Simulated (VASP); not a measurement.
# CaCl (P4/mmm) in VASP: a series of runs

CaCl is run at these levels: PBE; tasks: single point, relaxation of cell and atoms.

Program: VASP 6.6.1. These are calculated values, not measurements. Logs are shortened: lines on timing, memory, paths and dates and some standing lists are left out, and cuts for length are marked.

### 1 The cell of the first run

It takes space group P4/mmm (No. 123, tetragonal). The conventional cell has a = 3.413 Å, b = 3.413 Å, c = 4.473 Å, α = 90.00°, β = 90.00°, γ = 90.00°. Ca (site symmetry 4/mmm) has 8 Cl at 3.29 Å and 4 Ca at 3.41 Å within 4.3 Å. Within 4.3 Å of Cl (site symmetry 4/mmm) lie 8 Ca at 3.29 Å and 4 Cl at 3.41 Å.

### 2 Single point, PBE

INCAR

```
SYSTEM = CaCl
  ALGO = Normal
  EDIFF = 1E-6
  ENCUT = 520
  GGA = PE
  ISIF = 2
  ISMEAR = 0
  LASPH = .True.
  LCHARG = .False.
  LREAL = .False.
  LWAVE = .False.
  NBANDS = 16
  NELM = 80
  PREC = Accurate
  SIGMA = 0.1
```

KPOINTS

```
k-points
0
Gamma
  6 6 4
  0 0 0
```

POSCAR

```
CaCl
1.0
    3.4127950421      0.0000000000      0.0000000000
    0.0000000000      3.4127950421      0.0000000000
    0.0000000000      0.0000000000      4.4731992159
Ca Cl
1 1
Direct
    0.5000000000      0.5000000000      0.5000000000
    0.0000000000      0.0000000000      0.0000000000
```

Potentials or basis: VASP PAW PBE potentials, release 64 (Ca_sv, Cl).

Command:

```sh
$ cat potpaw_PBE.64/Ca_sv/POTCAR potpaw_PBE.64/Cl/POTCAR > POTCAR
$ mpirun -np 1 vasp_std > vasp.out
```

OUTCAR:

```text
SYSTEM = CaCl
   EDIFF = 1E-6
   ENCUT = 520
   GGA = PE
   ISIF = 2
   ISMEAR = 0
   LASPH = .True.
   LREAL = .False.
   NELM = 80
   PREC = Accurate

 ion  position               nearest neighbor table
   1  0.500  0.500  0.500-
   2  0.000  0.000  0.000-

  LATTYP: Found a simple tetragonal cell.
 ALAT       =     3.4127950421
 C/A-ratio  =     1.3107142857

  Lattice vectors:

 A1 = (   3.4127950421,   0.0000000000,   0.0000000000)
 A2 = (   0.0000000000,   3.4127950421,   0.0000000000)
 A3 = (   0.0000000000,   0.0000000000,   4.4731992159)

Analysis of symmetry for initial positions (statically):
=====================================================================
 Subroutine PRICEL returns:
 Original cell was already a primitive cell.

 Routine SETGRP: Setting up the symmetry group for a
 simple tetragonal supercell.

 Subroutine GETGRP returns: Found 16 space group operations
 (whereof 16 operations were pure point group operations)
 out of a pool of 16 trial point group operations.

The static configuration has the point symmetry D_4h.

Analysis of symmetry for dynamics (positions and initial velocities):
=====================================================================
 Subroutine PRICEL returns:
 Original cell was already a primitive cell.

 Routine SETGRP: Setting up the symmetry group for a
 simple tetragonal supercell.

 Subroutine GETGRP returns: Found 16 space group operations
 (whereof 16 operations were pure point group operations)
 out of a pool of 16 trial point group operations.

The dynamic configuration has the point symmetry D_4h.

 Subroutine INISYM returns: Found 16 space group operations
 (whereof 16 operations are pure point group operations),
 and found     1 'primitive' translations

----------------------------------------------------------------------------------------

                                     Primitive cell

  volume of cell :      52.1001

  direct lattice vectors                    reciprocal lattice vectors
     3.412795042  0.000000000  0.000000000     0.293014959  0.000000000  0.000000000
     0.000000000  3.412795042  0.000000000     0.000000000  0.293014959  0.000000000
     0.000000000  0.000000000  4.473199216     0.000000000  0.000000000  0.223553647

  length of vectors
     3.412795042  3.412795042  4.473199216     0.293014959  0.293014959  0.223553647

  position of ions in fractional coordinates (direct lattice)
     0.500000000  0.500000000  0.500000000
     0.000000000  0.000000000  0.000000000

  ion indices of the primitive-cell ions
   primitive index   ion index
                 1           1
                 2           2

----------------------------------------------------------------------------------------

 KPOINTS: k-points

Automatic generation of k-mesh.
 Grid dimensions read from file:
 generate k-points for:    6    6    4

 Generating k-lattice:

  Cartesian coordinates                     Fractional coordinates (reciprocal lattice)
     0.048835827  0.000000000  0.000000000     0.166666667  0.000000000  0.000000000
     0.000000000  0.048835827  0.000000000     0.000000000  0.166666667  0.000000000
     0.000000000  0.000000000  0.055888412     0.000000000  0.000000000  0.250000000

  Length of vectors
     0.048835827  0.048835827  0.055888412

  Shift w.r.t. Gamma in fractional coordinates (k-lattice)
     0.000000000  0.000000000  0.000000000

 Subroutine IBZKPT returns following result:
 ===========================================

 Found     30 irreducible k-points:

 Following reciprocal coordinates:
            Coordinates               Weight
  0.000000  0.000000  0.000000      1.000000
  0.166667  0.000000  0.000000      4.000000
  0.333333  0.000000  0.000000      4.000000
  0.500000  0.000000  0.000000      2.000000
  0.166667  0.166667  0.000000      4.000000
  0.333333  0.166667  0.000000      8.000000
[... 16 lines left out ...]
  0.333333  0.000000  0.500000      4.000000
  0.500000  0.000000  0.500000      2.000000
 [... further k-points ...]
   k-points           NKPTS =     30   k-points in BZ     NKDIM =     30   number of bands    NBANDS=     16
   number of dos      NEDOS =    301   number of ions     NIONS =      2
   total plane-waves  NPLWV =  28224
   dimension x,y,z NGX =    28 NGY =   28 NGZ =   36
   dimension x,y,z NGXF=    56 NGYF=   56 NGZF=   72
   ions per type =               1   1
   NGX,Y,Z   is equivalent  to a cutoff of  13.64, 13.64, 13.38 a.u.
   NGXF,Y,Z  is equivalent  to a cutoff of  27.28, 27.28, 26.76 a.u.
 SYSTEM =  CaCl
   PREC   = accura    normal or accurate (medium, high low for compatibility)
   ISTART =      0    job   : 0-new  1-cont  2-samecut
   ICHARG =      2    charge: 1-file 2-atom 10-const
   ISPIN  =      1    spin polarized calculation?
   LNONCOLLINEAR =      F non collinear calculations
   LSORBIT =      F    spin-orbit coupling
   LASPH  =      T    aspherical Exc in radial PAW
   ENCUT  =  520.0 eV  38.22 Ry    6.18 a.u.   6.35  6.35  8.32*2*pi/ulx,y,z
   NELM   =     80;   NELMIN=  2; NELMDL= -5     # of ELM steps
   EDIFF  = 0.1E-05   stopping-criterion for ELM
   LREAL  =      F    real-space projection
   EDIFFG = 0.1E-04   stopping-criterion for IOM
   NSW    =      0    number of steps for IOM
   IBRION =     -1    ionic relax: 0-MD 1-quasi-New 2-CG
   NFREE  =      0    steps in history (QN), initial steepest desc. (CG)
   ISIF   =      2    stress and relaxation
   ISYM   =      2    0-nonsym 1-usesym 2-fastsym
   POTIM  = 0.5000    time-step for ionic-motion
   TEBEG  =    0.0;   TEEND  =   0.0 temperature during run
   PSTRESS=    0.0 pullay stress
   NELECT =      17.0000    total number of electrons
   NUPDOWN=      -1.0000    fix difference up-down
   EMIN   =  10.00;   EMAX   =-10.00  energy-range for DOS
   EFERMI =   0.00;   METHOD = LEGACY
   ISMEAR =     0;   SIGMA  =   0.10  broadening in eV -4-tet -1-fermi 0-gaus
   EFERMI_NEDOS =   21; number of points for ismear=-14 and -15
   IALGO  =     38    algorithm
   IMIX   =      4    mixing-type and parameters
     AMIX     =   0.40;   BMIX     =  1.00
     AMIX_MAG =   1.60;   BMIX_MAG =  1.00
  volume/ion in A,a.u.               =      26.05       175.79
  Fermi-wavevector in a.u.,A,eV,Ry     =   1.127055  2.129824 17.282826  1.270252
  Thomas-Fermi vector in A             =   2.263739
   LORBIT       =      0    0 simple, 1 ext, 2 COOP (PROOUT), +10 PAW based schemes
   GGA     = PE    functional components
   LHFCALC =     F    Hartree Fock is set to
   AEXX    =    0.0000 exact exchange contribution
   IVDW    =     0    specifies the selected vdW correction
   LEPSILON=     F    determine dielectric tensor
   LRPA    =     F    only Hartree local field effects (RPA)
 non-spin polarized calculation
 Gauss-broadening in eV      SIGMA  =   0.10
  energy-cutoff  :      520.00
  volume of cell :       52.10
 maximum number of plane-waves:      1424
 NGX is ok and might be reduce to    28
   NGX = 13   NGY = 13   NGZ = 17

 number of electron      17.0000000 magnetization

 Free energy of the ion-electron system (eV)
  ---------------------------------------------------
  ext. energy  EPLUGINS =         0.00000000
  ---------------------------------------------------
  free energy    TOTEN  =        -6.08760198 eV

  energy without entropy =       -6.08299497  energy(sigma->0) =       -6.08529848

 E-fermi :   5.1508     XC(G=0):  -8.8711

 val. band max:        5.1277389618   @ k =   0.0000   0.0000   0.0000
 cond. band min:       5.2085635394   @ k =   0.1667   0.0000   0.5000
 fundamental gap:      0.0808245776
 Fermi energy:         5.1507748843

 k-point     1 :       0.0000    0.0000    0.0000
  band No.  band energies     occupation
      1     -37.6416      2.00000
      2     -18.6899      2.00000
      3     -18.4998      2.00000
      4     -18.4998      2.00000
      5     -12.5397      2.00000
      6      -0.8437      2.00000
[... 8 lines left out ...]
     15      12.0143      0.00000
     16      12.3033      0.00000

 k-point     2 :       0.1667    0.0000    0.0000
  band No.  band energies     occupation
      1     -37.6350      2.00000
      2     -18.6816      2.00000
      3     -18.5744      2.00000
      4     -18.4935      2.00000
      5     -12.4406      2.00000
      6      -0.8047      2.00000
[... 8 lines left out ...]
     15      11.8859      0.00000
     16      11.9009      0.00000

 k-point     3 :       0.3333    0.0000    0.0000
  band No.  band energies     occupation
      1     -37.6219      2.00000
      2     -18.7199      2.00000
      3     -18.6648      2.00000
      4     -18.4809      2.00000
      5     -12.2315      2.00000
      6      -1.5761      2.00000
[... 8 lines left out ...]
     15      10.3025      0.00000
     16      11.0550      0.00000

 k-point     4 :       0.5000    0.0000    0.0000
  band No.  band energies     occupation
      1     -37.6153      2.00000
      2     -18.7911      2.00000
      3     -18.6564      2.00000
      4     -18.4746      2.00000
      5     -12.1205      2.00000
      6      -2.0981      2.00000
[... 8 lines left out ...]
     15       9.5720      0.00000
     16      10.7163      0.00000

 k-point     5 :       0.1667    0.1667    0.0000
  band No.  band energies     occupation
      1     -37.6285      2.00000
      2     -18.6735      2.00000
      3     -18.5717      2.00000
      4     -18.5614      2.00000
      5     -12.3487      2.00000
      6      -0.7434      2.00000
[... 8 lines left out ...]
     15      11.5979      0.00000
     16      12.2829      0.00000

 k-point     6 :       0.3333    0.1667    0.0000
  band No.  band energies     occupation
      1     -37.6155      2.00000
      2     -18.7094      2.00000
      3     -18.6572      2.00000
      4     -18.5507      2.00000
      5     -12.1549      2.00000
      6      -1.4209      2.00000
[... 8 lines left out ...]
     15      11.0758      0.00000
     16      11.5910      0.00000

 k-point     7 :       0.5000    0.1667    0.0000
  band No.  band energies     occupation
      1     -37.6089      2.00000
      2     -18.7791      2.00000
      3     -18.6491      2.00000
      4     -18.5430      2.00000
      5     -12.0522      2.00000
      6      -1.9185      2.00000
[... 8 lines left out ...]
     15      10.4831      0.00000
     16      10.9297      0.00000

 k-point     8 :       0.3333    0.3333    0.0000
  band No.  band energies     occupation
      1     -37.6027      2.00000
      2     -18.6927      2.00000
      3     -18.6829      2.00000
      4     -18.6421      2.00000
      5     -11.9937      2.00000
      6      -1.1726      2.00000
[... 8 lines left out ...]
     15      11.7195      0.00000
     16      12.3419      0.00000

 k-point     9 :       0.5000    0.3333    0.0000
  band No.  band energies     occupation
      1     -37.5962      2.00000
      2     -18.7549      2.00000
      3     -18.6770      2.00000
      4     -18.6344      2.00000
      5     -11.9085      2.00000
      6      -1.5182      2.00000
[... 8 lines left out ...]
     15      10.2891      0.00000
     16      12.2577      0.00000
[... 172 lines left out ...]
 k-point    19 :       0.5000    0.3333    0.2500
  band No.  band energies     occupation
      1     -37.5959      2.00000
      2     -18.7523      2.00000
      3     -18.6756      2.00000
      4     -18.6426      2.00000
      5     -11.8949      2.00000
      6      -1.5099      2.00000
[... 8 lines left out ...]
     15      10.0516      0.00000
     16      10.3539      0.00000

 k-point    20 :       0.5000    0.5000    0.2500
  band No.  band energies     occupation
      1     -37.5896      2.00000
      2     -18.7411      2.00000
      3     -18.7411      2.00000
      4     -18.6347      2.00000
      5     -11.8116      2.00000
      6      -1.3567      2.00000
[... 8 lines left out ...]
     15       9.5587      0.00000
     16      10.0493      0.00000

 k-point    21 :       0.0000    0.0000    0.5000
  band No.  band energies     occupation
      1     -37.6408      2.00000
      2     -18.7262      2.00000
      3     -18.4983      2.00000
      4     -18.4983      2.00000
      5     -12.4199      2.00000
      6      -2.0558      2.00000
[... 8 lines left out ...]
     15       8.7960      0.00000
     16      10.7487      0.00000

 k-point    22 :       0.1667    0.0000    0.5000
  band No.  band energies     occupation
      1     -37.6342      2.00000
      2     -18.7137      2.00000
      3     -18.5702      2.00000
      4     -18.4921      2.00000
      5     -12.3523      2.00000
      6      -1.8312      2.00000
[... 8 lines left out ...]
     15       9.0264      0.00000
     16      11.5685      0.00000

 k-point    23 :       0.3333    0.0000    0.5000
  band No.  band energies     occupation
      1     -37.6212      2.00000
      2     -18.7111      2.00000
      3     -18.6884      2.00000
      4     -18.4798      2.00000
      5     -12.2096      2.00000
      6      -1.3267      2.00000
[... 8 lines left out ...]
     15      10.5164      0.00000
     16      11.3029      0.00000

 k-point    24 :       0.5000    0.0000    0.5000
  band No.  band energies     occupation
      1     -37.6146      2.00000
      2     -18.7801      2.00000
      3     -18.6758      2.00000
      4     -18.4736      2.00000
      5     -12.1339      2.00000
      6      -1.7313      2.00000
[... 8 lines left out ...]
     15      10.0989      0.00000
     16      11.6429      0.00000

 [... further k-points ...]
[... 5 lines left out ...]
  --------------------------------------------------------------------------------------
  -------------------------------------------------------------------------------------
  Total        0.5456409      0.5456409     -0.7142924      0.0000000      0.0000000      0.0000000
  in kB       16.7794921     16.7794921    -21.9658462      0.0000000      0.0000000      0.0000000
  external PRESSURE =       3.8643793 kB  Pullay stress =       0.0000000 kB

 VOLUME and BASIS-vectors are now :
 -----------------------------------------------------------------------------
  energy-cutoff  :      520.00
  volume of cell :       52.10
      direct lattice vectors                 reciprocal lattice vectors
     3.412795042  0.000000000  0.000000000     0.293014959  0.000000000  0.000000000
     0.000000000  3.412795042  0.000000000     0.000000000  0.293014959  0.000000000
     0.000000000  0.000000000  4.473199216     0.000000000  0.000000000  0.223553647

 POSITION                                       TOTAL-FORCE (eV/Angst)
 -----------------------------------------------------------------------------------
      1.70640      1.70640      2.23660         0.000000      0.000000      0.000000
      0.00000      0.00000      0.00000         0.000000      0.000000      0.000000
 -----------------------------------------------------------------------------------
    total drift:                                0.000000      0.000000      0.000000

  FREE ENERGIE OF THE ION-ELECTRON SYSTEM (eV)
  ---------------------------------------------------
  free  energy   TOTEN  =        -6.0876019849 eV

  energy  without entropy=       -6.0829949691  energy(sigma->0) =       -6.08529848
```

It took 19 s on 1 thread of Intel Xeon Platinum 8259CL at 2.50GHz (Skylake/Cascade Lake), shared host; peak memory 0.18 GiB.

Results:

```
Free energy : -6.0876 eV
Pressure    : 0.4 GPa
```

Levels at points of the mesh, in eV from the Fermi level:
```tsv
k point	band 6	band 7	band 8	band 9	band 10	band 11	band 12	band 13
(0.00, 0.00, 0.00)	-5.99	-4.57	-4.57	-2.33	-0.02	0.48	2.81	2.81
(0.50, 0.00, 0.00)	-7.25	-5.84	-4.37	0.26	1.05	2.46	2.63	2.65
(0.50, 0.50, 0.00)	-6.44	-6.44	-5.22	-0.41	0.33	0.89	0.89	4.41
(0.00, 0.00, 0.50)	-7.21	-4.63	-4.63	0.16	0.23	2.17	3.28	3.28
(0.50, 0.00, 0.50)	-6.88	-6.18	-4.27	-0.82	1.03	2.16	2.53	2.76
(0.50, 0.50, 0.50)	-6.57	-6.57	-6.04	1.39	2.50	2.50	2.56	2.62
```

Caveat: an odd number of electrons without spin polarisation forces a metal; a magnetic or distorted state may lie lower.

(Continued in part 2 of 2.)
